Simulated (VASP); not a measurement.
# TiC (Fm-3m) in VASP: single point with r2SCAN

Aim: the single point of TiC with r2SCAN.

Program: VASP 6.6.1. These are calculated values, not measurements. Logs are shortened: lines on timing, memory, paths and dates and some standing lists are left out, and cuts for length are marked.

**1. The cell of the first run**

The structure is cubic, space group Fm-3m (No. 225). Conventional cell: a = 4.328 Å, b = 4.328 Å, c = 4.328 Å, α = 90.00°, β = 90.00°, γ = 90.00°. Within 2.9 Å of Ti (site symmetry m-3m) lie 6 C at 2.16 Å. Within 2.9 Å of C (site symmetry m-3m) lie 6 Ti at 2.16 Å.

**2. Single point, r2SCAN**

Contents of POSCAR:

```
TiC
1.0
    0.0000000000      2.1640000000      2.1640000000
    2.1640000000      0.0000000000      2.1640000000
    2.1640000000      2.1640000000      0.0000000000
Ti C
1 1
Direct
    0.0000000000      0.0000000000      0.0000000000
    0.5000000000      0.5000000000      0.5000000000
```

Contents of INCAR.step1:

```
  PREC = Accurate
  ENCUT = 520
  ISMEAR = 0
  SIGMA = 0.15
  LREAL = F
  LASPH = T
  NELM = 60
  NBANDS = 15
  GGA = PE
  ALGO = Normal
  EDIFF = 1E-4
  LWAVE = T
  LCHARG = F
```

Contents of INCAR.step2:

```
  PREC = Accurate
  ENCUT = 520
  EDIFF = 1E-6
  ISMEAR = 0
  SIGMA = 0.15
  LREAL = F
  LASPH = T
  NELM = 60
  ALGO = Normal
  ISIF = 2
  LWAVE = F
  LCHARG = F
  METAGGA = R2SCAN
  LMIXTAU = T
  NBANDS = 15
  ISTART = 1
```

Contents of KPOINTS:

```
regular mesh
0
Gamma
  18 18 18
```

Potentials or basis: VASP PAW PBE potentials, release 64 (Ti_sv, C).

Launch:

```
$ cat potpaw_PBE.64/Ti_sv/POTCAR potpaw_PBE.64/C/POTCAR > POTCAR
$ cp INCAR.step1 INCAR
$ mpirun -np 1 vasp_std > vasp.out
$ cp INCAR.step2 INCAR
$ mpirun -np 1 vasp_std > vasp.out
```

OUTCAR:

```text
PREC = Accurate
   ENCUT = 520
   EDIFF = 1E-6
   ISMEAR = 0
   LREAL = F
   LASPH = T
   NELM = 60
   ISIF = 2
   METAGGA = R2SCAN
   ISTART = 1

 ion  position               nearest neighbor table
   1  0.000  0.000  0.000-   2 2.16   2 2.16   2 2.16   2 2.16   2 2.16   2 2.16
   2  0.500  0.500  0.500-   1 2.16   1 2.16   1 2.16   1 2.16   1 2.16   1 2.16

  LATTYP: Found a face centered cubic cell.
 ALAT       =     4.3280000000

  Lattice vectors:

 A1 = (   0.0000000000,   2.1640000000,   2.1640000000)
 A2 = (   2.1640000000,   0.0000000000,   2.1640000000)
 A3 = (   2.1640000000,   2.1640000000,   0.0000000000)

Analysis of symmetry for initial positions (statically):
=====================================================================
 Subroutine PRICEL returns:
 Original cell was already a primitive cell.

 Routine SETGRP: Setting up the symmetry group for a
 face centered cubic supercell.

 Subroutine GETGRP returns: Found 48 space group operations
 (whereof 48 operations were pure point group operations)
 out of a pool of 48 trial point group operations.

The static configuration has the point symmetry O_h .

Analysis of symmetry for dynamics (positions and initial velocities):
=====================================================================
 Subroutine PRICEL returns:
 Original cell was already a primitive cell.

 Routine SETGRP: Setting up the symmetry group for a
 face centered cubic supercell.

 Subroutine GETGRP returns: Found 48 space group operations
 (whereof 48 operations were pure point group operations)
 out of a pool of 48 trial point group operations.

The dynamic configuration has the point symmetry O_h .

 Subroutine INISYM returns: Found 48 space group operations
 (whereof 48 operations are pure point group operations),
 and found     1 'primitive' translations

----------------------------------------------------------------------------------------

                                     Primitive cell

  volume of cell :      20.2676

  direct lattice vectors                    reciprocal lattice vectors
     0.000000000  2.164000000  2.164000000    -0.231053604  0.231053604  0.231053604
     2.164000000  0.000000000  2.164000000     0.231053604 -0.231053604  0.231053604
     2.164000000  2.164000000  0.000000000     0.231053604  0.231053604 -0.231053604

  length of vectors
     3.060358149  3.060358149  3.060358149     0.400196582  0.400196582  0.400196582

[... 83 lines left out ...]
   NSW    =      0    number of steps for IOM
   IBRION =     -1    ionic relax: 0-MD 1-quasi-New 2-CG
   NFREE  =      0    steps in history (QN), initial steepest desc. (CG)
   ISIF   =      2    stress and relaxation
   ISYM   =      2    0-nonsym 1-usesym 2-fastsym
   POTIM  = 0.5000    time-step for ionic-motion
   TEBEG  =    0.0;   TEEND  =   0.0 temperature during run
   PSTRESS=    0.0 pullay stress
   NELECT =      16.0000    total number of electrons
   NUPDOWN=      -1.0000    fix difference up-down
   EMIN   =  10.00;   EMAX   =-10.00  energy-range for DOS
   EFERMI =   0.00;   METHOD = LEGACY
   ISMEAR =     0;   SIGMA  =   0.15  broadening in eV -4-tet -1-fermi 0-gaus
   EFERMI_NEDOS =   21; number of points for ismear=-14 and -15
   IALGO  =     38    algorithm
   IMIX   =      4    mixing-type and parameters
     AMIX     =   0.40;   BMIX     =  1.00
     AMIX_MAG =   1.60;   BMIX_MAG =  1.00
  volume/ion in A,a.u.               =      10.13        68.39
  Fermi-wavevector in a.u.,A,eV,Ry     =   1.513030  2.859212 31.147275  2.289260
  Thomas-Fermi vector in A             =   2.622876
   LORBIT       =      0    0 simple, 1 ext, 2 COOP (PROOUT), +10 PAW based schemes
   METAGGA = R2SCAN    functional components
   LHFCALC =     F    Hartree Fock is set to
   AEXX    =    0.0000 exact exchange contribution
   IVDW    =     0    specifies the selected vdW correction
   LEPSILON=     F    determine dielectric tensor
   LRPA    =     F    only Hartree local field effects (RPA)
 non-spin polarized calculation
 Gauss-broadening in eV      SIGMA  =   0.15
  energy-cutoff  :      520.00
  volume of cell :       20.27
 maximum number of plane-waves:       568
   NGX = 11   NGY = 11   NGZ = 11

 number of electron      16.0000001 magnetization

 Free energy of the ion-electron system (eV)
  ---------------------------------------------------
  ext. energy  EPLUGINS =         0.00000000
  ---------------------------------------------------
  free energy    TOTEN  =       -24.87035887 eV

  energy without entropy =      -24.86749545  energy(sigma->0) =      -24.86892716

 E-fermi :   9.5250     XC(G=0): -13.6027

 val. band max:        9.5249564848   @ k =   0.5000   0.4444   0.0000
 cond. band min:       9.5327367978   @ k =   0.1111   0.0556   0.0000
 fundamental gap:      0.0077803131
 Fermi energy:         9.5249589991

 k-point     1 :       0.0000    0.0000    0.0000
  band No.  band energies     occupation
      1     -49.4542      2.00000
      2     -24.4310      2.00000
      3     -24.4309      2.00000
      4     -24.4309      2.00000
      5      -3.7002      2.00000
      6      10.3822      0.00000
      7      10.3822      0.00000
      8      10.3823      0.00000
      9      11.1863      0.00000
     10      11.1863      0.00000
     11      11.1863      0.00000
     12      11.2390      0.00000
     13      11.2390      0.00000
     14      20.7495      0.00000
[... 401 lines left out ...]
      2     -24.6812      2.00000
      3     -24.4716      2.00000
      4     -24.4466      2.00000
      5      -2.4012      2.00000
      6       6.7169      2.00000
      7       7.5729      2.00000
      8       7.8745      2.00000
      9      11.2308      0.00000
     10      11.6113      0.00000
     11      12.6321      0.00000
     12      14.8868      0.00000
     13      15.9753      0.00000
     14      21.5089      0.00000
     15      24.5373      0.00000

 [... further k-points ...]
[... 5 lines left out ...]
  --------------------------------------------------------------------------------------
  -------------------------------------------------------------------------------------
  Total        0.1156435      0.1156435      0.1156435     -0.0000000      0.0000000     -0.0000000
  in kB        9.1417678      9.1417678      9.1417678     -0.0000000      0.0000000     -0.0000000
  external PRESSURE =       9.1417678 kB  Pullay stress =       0.0000000 kB

 VOLUME and BASIS-vectors are now :
 -----------------------------------------------------------------------------
  energy-cutoff  :      520.00
  volume of cell :       20.27
      direct lattice vectors                 reciprocal lattice vectors
     0.000000000  2.164000000  2.164000000    -0.231053604  0.231053604  0.231053604
     2.164000000  0.000000000  2.164000000     0.231053604 -0.231053604  0.231053604
     2.164000000  2.164000000  0.000000000     0.231053604  0.231053604 -0.231053604

 POSITION                                       TOTAL-FORCE (eV/Angst)
 -----------------------------------------------------------------------------------
      0.00000      0.00000      0.00000        -0.000000      0.000000     -0.000000
      2.16400      2.16400      2.16400         0.000000     -0.000000      0.000000
 -----------------------------------------------------------------------------------
    total drift:                                0.000000     -0.000000     -0.000000

  FREE ENERGIE OF THE ION-ELECTRON SYSTEM (eV)
  ---------------------------------------------------
  free  energy   TOTEN  =       -24.8703588660 eV

  energy  without entropy=      -24.8674954456  energy(sigma->0) =      -24.86892716
```

Run time: 4.7 min. Hardware: 1 thread of Intel Xeon 8259CL, shared host; peak memory 0.19 GiB.

Results:

| Quantity | Value |
| --- | --- |
| Free energy | -24.8704 eV |
| Pressure | 0.9 GPa |
| Band gap on the k mesh | zero (bands 8 and 9 overlap by 1.33 eV) |

Levels at points of the mesh, in eV from the Fermi level:
```tsv
k point	band 6	band 7	band 8	band 9	band 10	band 11
(0.00, 0.00, 0.00)	0.86	0.86	0.86	1.66	1.66	1.66
(0.50, 0.00, 0.00)	-6.11	-3.15	-3.14	3.14	3.14	4.38
(0.50, 0.50, 0.00)	-3.70	-1.53	-0.15	-0.15	2.73	3.77
```

Caveat: the PAW data sets were made with another functional, which shifts forces and pressure a little.
